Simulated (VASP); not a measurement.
# MgO (Fm-3m) in VASP: a series of runs, part 2 of 2

VASP 6.6.1.

## 3. Single point, r2SCAN

File POSCAR:

```
MgO
1.0
    0.0000000000      2.1021674163      2.1021674163
    2.1021674163      0.0000000000      2.1021674163
    2.1021674163      2.1021674163      0.0000000000
Mg O
1 1
Direct
    0.0000000000      0.0000000000      0.0000000000
    0.5000000000      0.5000000000      0.5000000000
```

File INCAR.step1:

```
PREC = Accurate
ENCUT = 520
ISMEAR = 0
SIGMA = 0.01
LREAL = F
LASPH = T
NELM = 100
NBANDS = 11
GGA = PE
ALGO = Normal
EDIFF = 1E-4
LWAVE = T
LCHARG = F
```

File INCAR.step2:

```
PREC = Accurate
ENCUT = 520
EDIFF = 1E-6
ISMEAR = 0
SIGMA = 0.01
LREAL = F
LASPH = T
NELM = 100
ALGO = Normal
ISIF = 2
LWAVE = F
LCHARG = F
METAGGA = R2SCAN
LMIXTAU = T
NBANDS = 11
ISTART = 1
```

File KPOINTS:

```
regular mesh
0
Gamma
  6 6 6
```

Potentials or basis: VASP PAW PBE potentials, release 64 (Mg, O).

On the command line:

```bash
> cat potpaw_PBE.64/Mg/POTCAR potpaw_PBE.64/O/POTCAR > POTCAR
> cp INCAR.step1 INCAR
> mpirun -np 1 vasp_std > vasp.out
> cp INCAR.step2 INCAR
> mpirun -np 1 vasp_std > vasp.out
```

OUTCAR:

```text
PREC = Accurate
   ENCUT = 520
   EDIFF = 1E-6
   ISMEAR = 0
   LREAL = F
   LASPH = T
   NELM = 100
   ISIF = 2
   METAGGA = R2SCAN
   ISTART = 1

 ion  position               nearest neighbor table
   1  0.000  0.000  0.000-   2 2.10   2 2.10   2 2.10   2 2.10   2 2.10   2 2.10
   2  0.500  0.500  0.500-   1 2.10   1 2.10   1 2.10   1 2.10   1 2.10   1 2.10

  LATTYP: Found a face centered cubic cell.
 ALAT       =     4.2043348326

  Lattice vectors:

 A1 = (   0.0000000000,   2.1021674163,   2.1021674163)
 A2 = (   2.1021674163,   0.0000000000,   2.1021674163)
 A3 = (   2.1021674163,   2.1021674163,   0.0000000000)

Analysis of symmetry for initial positions (statically):
=====================================================================
 Subroutine PRICEL returns:
 Original cell was already a primitive cell.

 Routine SETGRP: Setting up the symmetry group for a
 face centered cubic supercell.

 Subroutine GETGRP returns: Found 48 space group operations
 (whereof 48 operations were pure point group operations)
 out of a pool of 48 trial point group operations.
[... 163 lines left out ...]
  band No.  band energies     occupation
      1     -15.4120      2.00000
      2       2.8169      2.00000
      3       2.8169      2.00000
      4       2.8169      2.00000
      5       8.4766      0.00000
      6      19.6823      0.00000
      7      19.6823      0.00000
      8      19.6824      0.00000
      9      23.8437      0.00000
     10      25.6171      0.00000
     11      25.6171      0.00000
[... 197 lines left out ...]
 k-point    16 :      -0.3333    0.5000    0.1667
  band No.  band energies     occupation
      1     -13.8594      2.00000
      2      -0.7745      2.00000
      3       0.5501      2.00000
      4       1.1285      2.00000
      5      14.3613      0.00000
      6      15.4334      0.00000
      7      16.4701      0.00000
      8      20.6056      0.00000
      9      24.4677      0.00000
     10      28.9479      0.00000
     11      30.4999      0.00000

------------------------ aborting loop because EDIFF is reached ----------------------------------------

  FORCE on cell =-STRESS in cart. coord.  units (eV):
  Direction    XX          YY          ZZ          XY          YZ          ZX
  --------------------------------------------------------------------------------------
  -------------------------------------------------------------------------------------
  Total       -0.1317751     -0.1317751     -0.1317751     -0.0000000     -0.0000000     -0.0000000
  in kB      -11.3634974    -11.3634974    -11.3634974     -0.0000000     -0.0000000     -0.0000000
  external PRESSURE =     -11.3634974 kB  Pullay stress =       0.0000000 kB

 VOLUME and BASIS-vectors are now :
 -----------------------------------------------------------------------------
  energy-cutoff  :      520.00
  volume of cell :       18.58
      direct lattice vectors                 reciprocal lattice vectors
     0.000000000  2.102167416  2.102167416    -0.237849753  0.237849753  0.237849753
     2.102167416  0.000000000  2.102167416     0.237849753 -0.237849753  0.237849753
     2.102167416  2.102167416  0.000000000     0.237849753  0.237849753 -0.237849753

 POSITION                                       TOTAL-FORCE (eV/Angst)
 -----------------------------------------------------------------------------------
      0.00000      0.00000      0.00000        -0.000000     -0.000000      0.000000
      2.10217      2.10217      2.10217         0.000000      0.000000      0.000000
 -----------------------------------------------------------------------------------
    total drift:                               -0.000000     -0.000000      0.000000

  FREE ENERGIE OF THE ION-ELECTRON SYSTEM (eV)
  ---------------------------------------------------
  free  energy   TOTEN  =       -16.1608476790 eV

  energy  without entropy=      -16.1608476790  energy(sigma->0) =      -16.16084768
```

OUTCAR.step1:

```text
PREC = Accurate
   ENCUT = 520
   ISMEAR = 0
   LREAL = F
   LASPH = T
[... 434 lines left out ...]
 -----------------------------------------------------------------------------------
      0.00000      0.00000      0.00000         0.000000      0.000000     -0.000000
      2.10217      2.10217      2.10217        -0.000000      0.000000      0.000000
 -----------------------------------------------------------------------------------
    total drift:                               -0.000000     -0.000000      0.000000

  FREE ENERGIE OF THE ION-ELECTRON SYSTEM (eV)
  ---------------------------------------------------
  free  energy   TOTEN  =       -11.9022088853 eV

  energy  without entropy=      -11.9022088853  energy(sigma->0) =      -11.90220889
```

It took 9.2 s on 1 thread of Intel Xeon 6975P-C (Granite Rapids), shared host; peak memory 0.14 GiB.

Results:

```
Free energy            : -16.1608 eV
Pressure               : -1.1 GPa
Band gap on the k mesh : 5.66 eV, direct
```

Caveat: the k points lie up to 0.43 Å⁻¹ apart; the PAW data sets were made with another functional, which shifts forces and pressure a little.

## 4. Single point, HSE06

POSCAR is that of step 3.

File INCAR.step1:

```
PREC = Accurate
ENCUT = 520
EDIFF = 1E-5
ISMEAR = 0
SIGMA = 0.01
LREAL = F
LASPH = T
NELM = 100
ALGO = Normal
ISIF = 2
LWAVE = T
LCHARG = F
GGA = PE
NBANDS = 11
```

File INCAR.step2:

```
PREC = Accurate
ENCUT = 520
EDIFF = 1E-7
ISMEAR = 0
SIGMA = 0.01
LREAL = F
LASPH = T
NELM = 100
ALGO = Normal
ISIF = 2
LWAVE = F
LCHARG = F
GGA = PE
LHFCALC = T
HFSCREEN = 0.2079
PRECFOCK = Normal
ISTART = 1
NBANDS = 11
```

KPOINTS is that of step 3.

On the command line:

```bash
> cat potpaw_PBE.64/Mg/POTCAR potpaw_PBE.64/O/POTCAR > POTCAR
> cp INCAR.step1 INCAR
> mpirun -np 1 vasp_std > vasp.out
> cp INCAR.step2 INCAR
> mpirun -np 1 vasp_std > vasp.out
```

It took 4.1 min on 1 thread of Intel Xeon 6975P-C (Granite Rapids), shared host; peak memory 0.25 GiB.

It converged, with:

| Item | Value |
| --- | --- |
| Free energy | -14.2100 eV |
| Pressure | -0.6 GPa |
| Band gap on the k mesh | 6.50 eV, direct |

Levels at points of the mesh, in eV from the valence-band top:
```csv
k point,band 2,band 3,band 4,band 5,band 6,band 7
"(0.00, 0.00, 0.00)",0.00,0.00,0.00,6.50,17.78,17.78
"(0.50, 0.00, 0.00)",-4.95,-0.72,-0.72,9.71,14.93,18.38
"(0.50, 0.50, 0.00)",-4.41,-1.48,-1.48,10.86,11.91,15.42
```

Caveat: the k points lie up to 0.43 Å⁻¹ apart; the PAW data sets were made with another functional, which shifts forces and pressure a little.

## 5. Summary

| level | k mesh | grid for exact exchange (PRECFOCK) | screening parameter | gap on the mesh (eV) | pressure (GPa) |
| --- | --- | --- | --- | --- | --- |
| PBE | 8 × 8 × 8 | - | - | 4.78 | 4.9 |
| r2SCAN | 6 × 6 × 6 | - | - | 5.66 | -1.1 |
| HSE06 | 6 × 6 × 6 | Normal | 0.2079 1/Å | 6.50 | -0.6 |

Alike in all rows: task single point; potentials or basis VASP PAW PBE potentials, release 64 (Mg, O); no spin polarisation; cell as given; cutoff (eV) 520; smearing gaussian 0.01 eV.

Caveats: some runs use coarse meshes; the PAW data sets were made with another functional, which shifts forces and pressure a little (some runs).

Total energies depend on the potentials used, so only differences within one code and one set of settings carry meaning.
